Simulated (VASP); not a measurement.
# ZnSe (I-4m2) in VASP: single point with r2SCAN

Aim: the single point of ZnSe with r2SCAN.

All numbers are computed with VASP 6.6.1; they aren't measurements. Logs are shortened: lines on timing, memory, paths and dates and some standing lists are left out, and cuts for length are marked.

## (1) The cell of the first run

It takes space group I-4m2 (No. 119, tetragonal). The conventional cell has a = 4.006 Å, b = 4.006 Å, c = 5.491 Å, α = 90.00°, β = 90.00°, γ = 90.00°. Zn (site symmetry -4m2) has 4 Se at 2.43 Å within 3.2 Å. Within 3.2 Å of Se (site symmetry -4m2) lie 4 Zn at 2.43 Å.

## (2) Single point, r2SCAN (uniaxial z strain -3.1%)

The input, POSCAR:

```
ZnSe
1.0
    0.0000000000      2.8324206805      2.7457486077
    2.8324206805      0.0000000000      2.7457486077
    2.8324206805      2.8324206805      0.0000000000
Zn Se
1 1
Direct
    0.0000000000      0.0000000000      0.0000000000
    0.2500000000      0.2500000000      0.2500000000
```

The input, INCAR.step1:

```
SYSTEM = ZnSe
PREC = Accurate
ENCUT = 520
ISMEAR = 0
SIGMA = 0.01
LREAL = .FALSE.
LASPH = .TRUE.
NELM = 80
NBANDS = 16
GGA = PE
ALGO = Normal
EDIFF = 1E-4
LWAVE = .TRUE.
LCHARG = .FALSE.
```

The input, INCAR.step2:

```
SYSTEM = ZnSe
PREC = Accurate
ENCUT = 520
EDIFF = 1E-7
ISMEAR = 0
SIGMA = 0.01
LREAL = .FALSE.
LASPH = .TRUE.
NELM = 80
ALGO = Normal
ISIF = 2
LWAVE = .FALSE.
LCHARG = .FALSE.
METAGGA = R2SCAN
LMIXTAU = .TRUE.
NBANDS = 16
ISTART = 1
```

The input, KPOINTS:

```
regular mesh
0
G
  8 8 8
  0 0 0
```

Potentials or basis: VASP PAW PBE potentials, release 64 (Zn, Se).

Launch:

```sh
> cat potpaw_PBE.64/Zn/POTCAR potpaw_PBE.64/Se/POTCAR > POTCAR
> cp INCAR.step1 INCAR
> mpirun -np 1 vasp_std > vasp.out
> cp INCAR.step2 INCAR
> mpirun -np 1 vasp_std > vasp.out
```

OUTCAR:

```text
SYSTEM = ZnSe
   PREC = Accurate
   ENCUT = 520
   EDIFF = 1E-7
   ISMEAR = 0
   LREAL = .FALSE.
   LASPH = .TRUE.
   NELM = 80
   ISIF = 2
   METAGGA = R2SCAN
   ISTART = 1

 ion  position               nearest neighbor table
   1  0.000  0.000  0.000-   2 2.43   2 2.43   2 2.43   2 2.43
   2  0.250  0.250  0.250-   1 2.43   1 2.43   1 2.43   1 2.43

  LATTYP: Found a body centered tetragonal cell.
 ALAT       =     4.0056477407
 C/A-ratio  =     1.3709386274

  Lattice vectors:

 A1 = (   0.0000000000,  -2.8324206805,  -2.7457486077)
 A2 = (   0.0000000000,   2.8324206805,  -2.7457486077)
 A3 = (   2.8324206805,   0.0000000000,   2.7457486077)

Analysis of symmetry for initial positions (statically):
=====================================================================
 Subroutine PRICEL returns:
 Original cell was already a primitive cell.

 Routine SETGRP: Setting up the symmetry group for a
 body centered tetragonal supercell.

 Subroutine GETGRP returns: Found  8 space group operations
 (whereof  8 operations were pure point group operations)
 out of a pool of 16 trial point group operations.

The static configuration has the point symmetry D_2d.

Analysis of symmetry for dynamics (positions and initial velocities):
=====================================================================
 Subroutine PRICEL returns:
 Original cell was already a primitive cell.

 Routine SETGRP: Setting up the symmetry group for a
 body centered tetragonal supercell.

 Subroutine GETGRP returns: Found  8 space group operations
 (whereof  8 operations were pure point group operations)
 out of a pool of 16 trial point group operations.

The dynamic configuration has the point symmetry D_2d.

 Subroutine INISYM returns: Found  8 space group operations
 (whereof  8 operations are pure point group operations),
 and found     1 'primitive' translations

----------------------------------------------------------------------------------------

                                     Primitive cell

  volume of cell :      44.0561

  direct lattice vectors                    reciprocal lattice vectors
     0.000000000  2.832420680  2.745748608    -0.176527450  0.176527450  0.182099701
     2.832420680  0.000000000  2.745748608     0.176527450 -0.176527450  0.182099701
     2.832420680  2.832420680  0.000000000     0.176527450  0.176527450 -0.182099701

  length of vectors
     3.944837427  3.944837427  4.005647741     0.309005149  0.309005149  0.309005149

  position of ions in fractional coordinates (direct lattice)
     0.000000000  0.000000000  0.000000000
     0.250000000  0.250000000  0.250000000

  ion indices of the primitive-cell ions
   primitive index   ion index
                 1           1
                 2           2

----------------------------------------------------------------------------------------

 KPOINTS: regular mesh

Automatic generation of k-mesh.
 Grid dimensions read from file:
 generate k-points for:    8    8    8

 Generating k-lattice:

  Cartesian coordinates                     Fractional coordinates (reciprocal lattice)
    -0.022065931  0.022065931  0.022762463     0.125000000 -0.000000000  0.000000000
     0.022065931 -0.022065931  0.022762463    -0.000000000  0.125000000  0.000000000
     0.022065931  0.022065931 -0.022762463     0.000000000  0.000000000  0.125000000

  Length of vectors
     0.038625644  0.038625644  0.038625644

  Shift w.r.t. Gamma in fractional coordinates (k-lattice)
     0.000000000  0.000000000  0.000000000

 Subroutine IBZKPT returns following result:
 ===========================================

 Found     59 irreducible k-points:

 Following reciprocal coordinates:
            Coordinates               Weight
  0.000000  0.000000  0.000000      1.000000
  0.125000 -0.000000  0.000000      8.000000
  0.250000 -0.000000  0.000000      8.000000
  0.375000  0.000000  0.000000      8.000000
  0.500000 -0.000000  0.000000      4.000000
  0.125000  0.125000  0.000000      2.000000
[... 16 lines left out ...]
  0.250000 -0.000000  0.125000     16.000000
  0.375000  0.000000  0.125000     16.000000
 [... further k-points ...]
   k-points           NKPTS =     59   k-points in BZ     NKDIM =     59   number of bands    NBANDS=     16
   number of dos      NEDOS =    301   number of ions     NIONS =      2
   total plane-waves  NPLWV =  27000
   dimension x,y,z NGX =    30 NGY =   30 NGZ =   30
   dimension x,y,z NGXF=    60 NGYF=   60 NGZF=   60
   ions per type =               1   1
   NGX,Y,Z   is equivalent  to a cutoff of  12.64, 12.64, 12.45 a.u.
   NGXF,Y,Z  is equivalent  to a cutoff of  25.29, 25.29, 24.90 a.u.
 SYSTEM =  ZnSe
   PREC   = accura    normal or accurate (medium, high low for compatibility)
   ISTART =      1    job   : 0-new  1-cont  2-samecut
   ICHARG =      0    charge: 1-file 2-atom 10-const
   ISPIN  =      1    spin polarized calculation?
   LNONCOLLINEAR =      F non collinear calculations
   LSORBIT =      F    spin-orbit coupling
   LASPH  =      T    aspherical Exc in radial PAW
   ENCUT  =  520.0 eV  38.22 Ry    6.18 a.u.   7.33  7.33  7.45*2*pi/ulx,y,z
   NELM   =     80;   NELMIN=  2; NELMDL=  0     # of ELM steps
   EDIFF  = 0.1E-06   stopping-criterion for ELM
   LREAL  =      F    real-space projection
   EDIFFG = 0.1E-05   stopping-criterion for IOM
   NSW    =      0    number of steps for IOM
   IBRION =     -1    ionic relax: 0-MD 1-quasi-New 2-CG
   NFREE  =      0    steps in history (QN), initial steepest desc. (CG)
   ISIF   =      2    stress and relaxation
   ISYM   =      2    0-nonsym 1-usesym 2-fastsym
   POTIM  = 0.5000    time-step for ionic-motion
   TEBEG  =    0.0;   TEEND  =   0.0 temperature during run
   PSTRESS=    0.0 pullay stress
   NELECT =      18.0000    total number of electrons
   NUPDOWN=      -1.0000    fix difference up-down
   EMIN   =  10.00;   EMAX   =-10.00  energy-range for DOS
   EFERMI =   0.00;   METHOD = LEGACY
   ISMEAR =     0;   SIGMA  =   0.01  broadening in eV -4-tet -1-fermi 0-gaus
   EFERMI_NEDOS =   21; number of points for ismear=-14 and -15
   IALGO  =     38    algorithm
   IMIX   =      4    mixing-type and parameters
     AMIX     =   0.40;   BMIX     =  1.00
     AMIX_MAG =   1.60;   BMIX_MAG =  1.00
  volume/ion in A,a.u.               =      22.03       148.65
  Fermi-wavevector in a.u.,A,eV,Ry     =   1.214778  2.295597 20.077920  1.475686
  Thomas-Fermi vector in A             =   2.350187
   LORBIT       =      0    0 simple, 1 ext, 2 COOP (PROOUT), +10 PAW based schemes
   METAGGA = R2SCAN    functional components
   LHFCALC =     F    Hartree Fock is set to
   AEXX    =    0.0000 exact exchange contribution
   IVDW    =     0    specifies the selected vdW correction
   LEPSILON=     F    determine dielectric tensor
   LRPA    =     F    only Hartree local field effects (RPA)
 non-spin polarized calculation
 Gauss-broadening in eV      SIGMA  =   0.01
  energy-cutoff  :      520.00
  volume of cell :       44.06
 maximum number of plane-waves:      1219
 NGX is ok and might be reduce to    30
   NGX = 15   NGY = 15   NGZ = 15

 number of electron      17.9999990 magnetization

 Free energy of the ion-electron system (eV)
  ---------------------------------------------------
  ext. energy  EPLUGINS =         0.00000000
  ---------------------------------------------------
  free energy    TOTEN  =       -24.89624146 eV

  energy without entropy =      -24.89624146  energy(sigma->0) =      -24.89624146

 E-fermi :   1.7629     XC(G=0): -10.0805

 val. band max:        1.6585687296   @ k =   0.0000   0.0000   0.0000
 cond. band min:       3.5911338276   @ k =   0.0000   0.0000   0.0000
 fundamental gap:      1.9325650980
 Fermi energy:         1.7628886415

 k-point     1 :       0.0000    0.0000    0.0000
  band No.  band energies     occupation
      1     -12.3496      2.00000
      2      -5.2355      2.00000
      3      -5.2355      2.00000
      4      -5.2216      2.00000
      5      -4.7948      2.00000
      6      -4.7889      2.00000
[... 8 lines left out ...]
     15      13.3912      0.00000
     16      13.9301      0.00000

 k-point     2 :       0.1250   -0.0000    0.0000
  band No.  band energies     occupation
      1     -12.2388      2.00000
      2      -5.2264      2.00000
      3      -5.2182      2.00000
      4      -5.2052      2.00000
      5      -4.7955      2.00000
      6      -4.7911      2.00000
[... 8 lines left out ...]
     15      12.9740      0.00000
     16      13.2729      0.00000

 k-point     3 :       0.2500   -0.0000    0.0000
  band No.  band energies     occupation
      1     -11.9503      2.00000
      2      -5.1799      2.00000
      3      -5.1742      2.00000
      4      -5.1573      2.00000
      5      -4.7918      2.00000
      6      -4.7916      2.00000
[... 8 lines left out ...]
     15      12.6022      0.00000
     16      13.1048      0.00000

 k-point     4 :       0.3750    0.0000    0.0000
  band No.  band energies     occupation
      1     -11.6244      2.00000
      2      -5.1491      2.00000
      3      -5.1314      2.00000
      4      -4.9530      2.00000
      5      -4.7831      2.00000
      6      -4.7773      2.00000
[... 8 lines left out ...]
     15      13.8397      0.00000
     16      13.9363      0.00000
[... 324 lines left out ...]
 k-point    22 :       0.1250    0.0000    0.1250
  band No.  band energies     occupation
      1     -12.2045      2.00000
      2      -5.2443      2.00000
      3      -5.2030      2.00000
      4      -5.1862      2.00000
      5      -4.8063      2.00000
      6      -4.7828      2.00000
[... 8 lines left out ...]
     15      13.6273      0.00000
     16      14.0069      0.00000

 k-point    23 :       0.2500   -0.0000    0.1250
  band No.  band energies     occupation
      1     -11.9763      2.00000
      2      -5.2252      2.00000
      3      -5.1607      2.00000
      4      -5.1410      2.00000
      5      -4.8125      2.00000
      6      -4.7766      2.00000
[... 8 lines left out ...]
     15      13.7736      0.00000
     16      14.5853      0.00000

 k-point    24 :       0.3750    0.0000    0.1250
  band No.  band energies     occupation
      1     -11.6581      2.00000
      2      -5.1614      2.00000
      3      -5.1129      2.00000
      4      -5.0336      2.00000
      5      -4.7946      2.00000
      6      -4.7692      2.00000
[... 8 lines left out ...]
     15      14.0371      0.00000
     16      14.6656      0.00000

 [... further k-points ...]
[... 5 lines left out ...]
  --------------------------------------------------------------------------------------
  -------------------------------------------------------------------------------------
  Total        0.5259950      0.5259950      0.8215242      0.0000000      0.0000000      0.0000000
  in kB       19.1287185     19.1287185     29.8761520      0.0000000      0.0000000      0.0000000
  external PRESSURE =      22.7111964 kB  Pullay stress =       0.0000000 kB

 VOLUME and BASIS-vectors are now :
 -----------------------------------------------------------------------------
  energy-cutoff  :      520.00
  volume of cell :       44.06
      direct lattice vectors                 reciprocal lattice vectors
     0.000000000  2.832420680  2.745748608    -0.176527450  0.176527450  0.182099701
     2.832420680  0.000000000  2.745748608     0.176527450 -0.176527450  0.182099701
     2.832420680  2.832420680  0.000000000     0.176527450  0.176527450 -0.182099701

 POSITION                                       TOTAL-FORCE (eV/Angst)
 -----------------------------------------------------------------------------------
      0.00000      0.00000      0.00000        -0.000000     -0.000000      0.000000
      1.41621      1.41621      1.37287         0.000000      0.000000     -0.000000
 -----------------------------------------------------------------------------------
    total drift:                                0.000026      0.000026      0.000024

  FREE ENERGIE OF THE ION-ELECTRON SYSTEM (eV)
  ---------------------------------------------------
  free  energy   TOTEN  =       -24.8962414617 eV

  energy  without entropy=      -24.8962414617  energy(sigma->0) =      -24.89624146
```

Run time: 2.5 min. Hardware: 1 thread of Intel Xeon Platinum 8488C (Sapphire Rapids), shared host; peak memory 0.19 GiB.

Results:

```
Free energy            : -24.8962 eV
Pressure               : 2.3 GPa
Band gap on the k mesh : 1.93 eV, direct
```

Stress tensor (GPa, compression positive):
```
1.91 0.00 0.00
0.00 1.91 0.00
0.00 0.00 2.99
```

Caveat: the cell differs from its parent crystal (uniaxial z strain -3.1%); the PAW data sets were made with another functional, which shifts forces and pressure a little.
